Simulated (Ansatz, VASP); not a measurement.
## KZnF3: VASP beside Ansatz

```
K Zn F
1.0
     3.92335    0.00000    0.00000
     0.00000    3.92335    0.00000
     0.00000    0.00000    4.31569
K Zn F
1 1 3
Direct
  0.00000 0.00000 0.00000
  0.50000 0.50000 0.50000
  0.50000 0.50000 0.00000
  0.00000 0.50000 0.50000
  0.50000 0.00000 0.50000
```

Alike in both runs: task single point; functional r2SCAN; k mesh 6 × 6 × 6; occupations gaussian, width 0.05 eV; no spin polarisation.

```csv
,VASP,Ansatz
version,VASP 6.6.1,Ansatz 0.2.0
potentials or method,"VASP PAW PBE potentials, release 64 (K_sv, Zn, F), cutoff 520 eV","scalar-relativistic, plane waves, PAW"
valence electrons in the cell,42,42
```

```tsv
	VASP	Ansatz	Ansatz less VASP
gap on the k mesh at the Fermi level (eV)	4.29	4.35	+0.053
least direct gap on the mesh (eV)	6.44	6.47	+0.024
pressure (GPa)	1.3	0.8	-0.49
traceless stress, the component that is largest in VASP (GPa)	-5.48	-5.19	+0.289
```

VASP's potentials were made for PBE, not for r2SCAN.
